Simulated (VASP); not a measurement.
# Sr2MgClO3 (P4/nmm) in VASP: single point with PBE

Aim: the single point of Sr2MgClO3 with PBE.

Program: VASP 6.6.1. These are calculated values, not measurements. Logs are shortened: lines on timing, memory, paths and dates and some standing lists are left out, and cuts for length are marked.

**1. The cell of the first run**

Symmetry: P4/nmm, No. 129, tetragonal system. Conventional cell: a = 3.960 Å, b = 3.960 Å, c = 14.825 Å, α = 90.00°, β = 90.00°, γ = 90.00°. Within 3.5 Å of Sr (site symmetry 4mm) lie 4 O at 2.59 Å and 5 Cl at 3.03 to 3.46 Å and 4 Mg at 3.46 Å. Sr (site symmetry 4mm) has 9 O at 2.43 to 2.85 Å and 4 Mg at 3.27 Å within 3.3 Å. Within 2.9 Å of O (site symmetry 2mm) lie 2 Mg at 2.01 Å and 4 Sr at 2.59 to 2.85 Å and 4 O at 2.80 Å. Within 2.7 Å of O (site symmetry 4mm) lie 1 Mg at 2.02 Å and 1 Sr at 2.43 Å. Cl (site symmetry 4mm) has 5 Sr at 3.03 to 3.46 Å and 1 Mg at 3.20 Å and 4 O at 3.46 Å and 8 Cl at 3.62 to 3.96 Å within 4.0 Å. Within 2.7 Å of Mg (site symmetry 4mm) lie 5 O at 2.01 to 2.02 Å.

**2. Single point, PBE**

INCAR

```
  PREC = Accurate
  ENCUT = 520
  EDIFF = 1E-6
  ISMEAR = 1
  SIGMA = 0.0735
  LREAL = F
  LASPH = T
  NELM = 100
  ALGO = Normal
  ISIF = 2
  LWAVE = F
  LCHARG = T
  GGA = PE
  LELF = T
  LVHAR = T
  NBANDS = 60
```

KPOINTS

```
regular mesh
0
Gamma
  7 7 2
```

POSCAR

```
Sr2MgClO3
1.0
    3.9598697920      0.0000000000      0.0000000000
    0.0000000000      3.9598697920      0.0000000000
    0.0000000000      0.0000000000     14.8251473134
Sr O Cl Mg
4 6 2 2
Direct
    0.2500000000      0.2500000000      0.3440859667
    0.7500000000      0.7500000000      0.6559140333
    0.2500000000      0.2500000000      0.0932925462
    0.7500000000      0.7500000000      0.9067074538
    0.7500000000      0.2500000000      0.2313066834
    0.2500000000      0.7500000000      0.2313066834
    0.2500000000      0.7500000000      0.7686933166
    0.7500000000      0.2500000000      0.7686933166
    0.7500000000      0.7500000000      0.0707522745
    0.2500000000      0.2500000000      0.9292477255
    0.7500000000      0.7500000000      0.4228474847
    0.2500000000      0.2500000000      0.5771525153
    0.7500000000      0.7500000000      0.2067801758
    0.2500000000      0.2500000000      0.7932198242
```

Potentials or basis: VASP PAW PBE potentials, release 64 (Sr_sv, O, Cl, Mg).

Started as:

```
> cat potpaw_PBE.64/Sr_sv/POTCAR potpaw_PBE.64/O/POTCAR potpaw_PBE.64/Cl/POTCAR potpaw_PBE.64/Mg/POTCAR > POTCAR
> mpirun -np 1 vasp_std > vasp.out
```

OUTCAR:

```text
PREC = Accurate
   ENCUT = 520
   EDIFF = 1E-6
   ISMEAR = 1
   LREAL = F
   LASPH = T
   NELM = 100
   ISIF = 2
   GGA = PE

 ion  position               nearest neighbor table
   1  0.250  0.250  0.344-   5 2.59   6 2.59   6 2.59   5 2.59  11 3.03  11 3.03  11 3.03  11 3.03
                            12 3.46  13 3.46  13 3.46  13 3.46  13 3.46   3 3.72
   2  0.750  0.750  0.656-   7 2.59   8 2.59   8 2.59   7 2.59  12 3.03  12 3.03  12 3.03  12 3.03
                            11 3.46  14 3.46  14 3.46  14 3.46  14 3.46   4 3.72
   3  0.250  0.250  0.093-  10 2.43   9 2.82   9 2.82   9 2.82   9 2.82   5 2.85   5 2.85   6 2.85
                             6 2.85  13 3.27  13 3.27  13 3.27  13 3.27   1 3.72   4 3.94   4 3.94
   4  0.750  0.750  0.907-   9 2.43  10 2.82  10 2.82  10 2.82  10 2.82   7 2.85   7 2.85   8 2.85
                             8 2.85  14 3.27  14 3.27  14 3.27  14 3.27   2 3.72   3 3.94   3 3.94
   5  0.750  0.250  0.231-  13 2.01  13 2.01   1 2.59   1 2.59   3 2.85   3 2.85
   6  0.250  0.750  0.231-  13 2.01  13 2.01   1 2.59   1 2.59   3 2.85   3 2.85
   7  0.250  0.750  0.769-  14 2.01  14 2.01   2 2.59   2 2.59   4 2.85   4 2.85
   8  0.750  0.250  0.769-  14 2.01  14 2.01   2 2.59   2 2.59   4 2.85   4 2.85
   9  0.750  0.750  0.071-  13 2.02   4 2.43   3 2.82   3 2.82   3 2.82   3 2.82
  10  0.250  0.250  0.929-  14 2.02   3 2.43   4 2.82   4 2.82   4 2.82   4 2.82
  11  0.750  0.750  0.423-   1 3.03   1 3.03   1 3.03   1 3.03   2 3.46
  12  0.250  0.250  0.577-   2 3.03   2 3.03   2 3.03   2 3.03   1 3.46
  13  0.750  0.750  0.207-   5 2.01   6 2.01   5 2.01   6 2.01   9 2.02   3 3.27   3 3.27   3 3.27
                             3 3.27   1 3.46   1 3.46   1 3.46   1 3.46
  14  0.250  0.250  0.793-   7 2.01   8 2.01   7 2.01   8 2.01  10 2.02   4 3.27   4 3.27   4 3.27
                             4 3.27   2 3.46   2 3.46   2 3.46   2 3.46

  LATTYP: Found a simple tetragonal cell.
 ALAT       =     3.9598697920
 C/A-ratio  =     3.7438471698

  Lattice vectors:

 A1 = (   3.9598697920,   0.0000000000,   0.0000000000)
 A2 = (   0.0000000000,   3.9598697920,   0.0000000000)
 A3 = (   0.0000000000,   0.0000000000,  14.8251473134)

Analysis of symmetry for initial positions (statically):
=====================================================================
 Subroutine PRICEL returns:
 Original cell was already a primitive cell.

 Routine SETGRP: Setting up the symmetry group for a
 simple tetragonal supercell.

 Subroutine GETGRP returns: Found 16 space group operations
 (whereof  4 operations were pure point group operations)
[... 153 lines left out ...]
   EFERMI_NEDOS =   21; number of points for ismear=-14 and -15
   IALGO  =     38    algorithm
   IMIX   =      4    mixing-type and parameters
     AMIX     =   0.40;   BMIX     =  1.00
     AMIX_MAG =   1.60;   BMIX_MAG =  1.00
  volume/ion in A,a.u.               =      16.60       112.05
  Fermi-wavevector in a.u.,A,eV,Ry     =   1.210590  2.287684 19.939729  1.465529
  Thomas-Fermi vector in A             =   2.346132
   LORBIT       =      0    0 simple, 1 ext, 2 COOP (PROOUT), +10 PAW based schemes
   GGA     = PE    functional components
   LHFCALC =     F    Hartree Fock is set to
   AEXX    =    0.0000 exact exchange contribution
   IVDW    =     0    specifies the selected vdW correction
   LEPSILON=     F    determine dielectric tensor
   LRPA    =     F    only Hartree local field effects (RPA)
 non-spin polarized calculation
 Methfessel and Paxton  Order N= 1 SIGMA  =   0.07
  energy-cutoff  :      520.00
  volume of cell :      232.47
 maximum number of plane-waves:      6344
 NGX is ok and might be reduce to    30
   NGX = 15   NGY = 15   NGZ = 55

 number of electron      93.9999978 magnetization

 Free energy of the ion-electron system (eV)
  ---------------------------------------------------
  ext. energy  EPLUGINS =         0.00000000
  ---------------------------------------------------
  free energy    TOTEN  =       -76.61370192 eV

  energy without entropy =      -76.60929497  energy(sigma->0) =      -76.61223293

 E-fermi :   1.4388     XC(G=0):  -9.7224

 val. band max:        1.4321645021   @ k =   0.2857   0.1429   0.5000
 cond. band min:       1.4505257653   @ k =   0.0000   0.0000   0.0000
 fundamental gap:      0.0183612633
 Fermi energy:         1.4387753914

 k-point     1 :       0.0000    0.0000    0.0000
  band No.  band energies     occupation
      1     -31.2693      2.00000
      2     -31.2687      2.00000
      3     -30.9472      2.00000
      4     -30.9124      2.00000
      5     -15.3292      2.00000
      6     -15.3083      2.00000
[... 1229 lines left out ...]
     58       9.6709      0.00000
     59       9.8508      0.00000
 [bands above 59 left out]

------------------------ aborting loop because EDIFF is reached ----------------------------------------

  FORCE on cell =-STRESS in cart. coord.  units (eV):
  Direction    XX          YY          ZZ          XY          YZ          ZX
  --------------------------------------------------------------------------------------
  -------------------------------------------------------------------------------------
  Total        0.1099104      0.1099104      0.3415931     -0.0000000      0.0000000      0.0000000
  in kB        0.7575103      0.7575103      2.3542843     -0.0000000      0.0000000      0.0000000
  external PRESSURE =       1.2897683 kB  Pullay stress =       0.0000000 kB

 VOLUME and BASIS-vectors are now :
 -----------------------------------------------------------------------------
  energy-cutoff  :      520.00
  volume of cell :      232.47
      direct lattice vectors                 reciprocal lattice vectors
     3.959869792  0.000000000  0.000000000     0.252533556  0.000000000  0.000000000
     0.000000000  3.959869792  0.000000000     0.000000000  0.252533556  0.000000000
     0.000000000  0.000000000 14.825147313     0.000000000  0.000000000  0.067452955

 POSITION                                       TOTAL-FORCE (eV/Angst)
 -----------------------------------------------------------------------------------
      0.98997      0.98997      5.10113        -0.000000     -0.000000      0.042047
      2.96990      2.96990      9.72402        -0.000000     -0.000000     -0.042047
      0.98997      0.98997      1.38308         0.000000      0.000000      0.017721
      2.96990      2.96990     13.44207        -0.000000     -0.000000     -0.017721
      2.96990      0.98997      3.42916        -0.000000      0.000000     -0.020471
      0.98997      2.96990      3.42916        -0.000000     -0.000000     -0.020471
      0.98997      2.96990     11.39599        -0.000000      0.000000      0.020471
      2.96990      0.98997     11.39599         0.000000     -0.000000      0.020471
      2.96990      2.96990      1.04891        -0.000000     -0.000000      0.049135
      0.98997      0.98997     13.77623         0.000000     -0.000000     -0.049135
      2.96990      2.96990      6.26878         0.000000      0.000000      0.008123
      0.98997      0.98997      8.55637         0.000000      0.000000     -0.008123
      2.96990      2.96990      3.06555        -0.000000     -0.000000     -0.002358
      0.98997      0.98997     11.75960         0.000000      0.000000      0.002358
 -----------------------------------------------------------------------------------
    total drift:                                0.000000      0.000000     -0.000000

  FREE ENERGIE OF THE ION-ELECTRON SYSTEM (eV)
  ---------------------------------------------------
  free  energy   TOTEN  =       -76.6137019159 eV

  energy  without entropy=      -76.6092949690  energy(sigma->0) =      -76.61223293
```

stdout:

```text
POSCAR found type information on POSCAR SrO ClMg
 POSCAR found :  4 types and      14 ions
 scaLAPACK will be used
 LDA part: xc-table for (Slater+PW92), standard interpolation
 POSCAR, INCAR and KPOINTS ok, starting setup
 FFT: planning ... GRIDC
 FFT: planning ... GRID_SOFT
 FFT: planning ... GRID
 WAVECAR not read
 entering main loop
```

Wall time 14 min (1 thread of Intel Xeon Platinum 8375C at 2.90GHz (Ice Lake), shared host); peak memory 0.45 GiB.

What came out:

```
Free energy            : -76.6137 eV
Pressure               : 0.1 GPa
Largest force          : 0.049 eV/Å
Band gap on the k mesh : zero (bands 47 and 48 overlap by 0.50 eV)
```

Forces in eV/Å, atoms in the order of the input:
```
Sr   0.000  0.000  0.042
Sr   0.000  0.000 -0.042
Sr   0.000  0.000  0.018
Sr   0.000  0.000 -0.018
O    0.000  0.000 -0.020
O    0.000  0.000 -0.020
O    0.000  0.000  0.020
O    0.000  0.000  0.020
O    0.000  0.000  0.049
O    0.000  0.000 -0.049
Cl   0.000  0.000  0.008
Cl   0.000  0.000 -0.008
Mg   0.000  0.000 -0.002
Mg   0.000  0.000  0.002
```
